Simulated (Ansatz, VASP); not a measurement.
Ir in VASP and in Ansatz

INCAR

```
SYSTEM = Ir
ALGO = Normal ; EDIFF = 1E-7
ENCUT = 520 ; ISIF = 2
ISMEAR = 0 ; LASPH = .TRUE.
LCHARG = .FALSE. ; LREAL = .FALSE.
LWAVE = .FALSE. ; NBANDS = 10
NELM = 100 ; PREC = Accurate
SIGMA = 0.15
```

Contents of KPOINTS:

```
k-points
0
G
  8 8 8
  0 0 0
```

File POSCAR:

```
Ir
1.0
    0.0000000000      1.8596696490      2.0456366139
    1.8596696490      0.0000000000      2.0456366139
    1.8596696490      1.8596696490      0.0000000000
Ir
1
Direct
    0.0000000000      0.0000000000      0.0000000000
```

Input for Ansatz:

```yaml
crystal:
  lattice:
    - [0.0, 1.859669649, 2.0456366139]
    - [1.859669649, 0.0, 2.0456366139]
    - [1.859669649, 1.859669649, 0.0]
  atoms:
    - { symbol: Ir, position: [0.0, 0.0, 0.0] }
basis:
  ecutwfc: 420
kpoints:
  mp_grid: { grid: [8, 8, 8] }
hamiltonian:
  xc: lda
scf:
  occupations: { method: gaussian, width: 0.15 }
output:
  forces: true
  stress: true
  eigenvalues: true
```

Alike in both runs: task single point; functional LDA; k mesh 8 × 8 × 8; occupations gaussian, width 0.15 eV; no spin polarisation.

```csv
,VASP,Ansatz
version,VASP 6.6.1,Ansatz 0.2.0
potentials or method,"VASP PAW LDA potentials, release 64 (Ir), cutoff 520 eV","scalar-relativistic, plane waves, PAW"
valence electrons in the cell,9,17
```

Ansatz gave:

```
gap on the k mesh at the Fermi level (eV)                     : none
pressure (GPa)                                                : -4.9
traceless stress, the component that is largest in VASP (GPa) : -22.56
```

**Question.** What did VASP give for the same quantities?

**Answer.** gap on the k mesh at the Fermi level (eV): none; pressure (GPa): -2.5; traceless stress, the component that is largest in VASP (GPa): -22.49.

LDA's correlation is that of Perdew and Zunger in VASP and of Perdew and Wang (1992) in Ansatz. A gap of «none» marks a metal or a gap that the smearing closes. VASP's potentials hold 9 valence electrons a cell and Ansatz's 17, so a difference there can come from the potentials and not from the codes.

Spin-orbit coupling is off throughout.
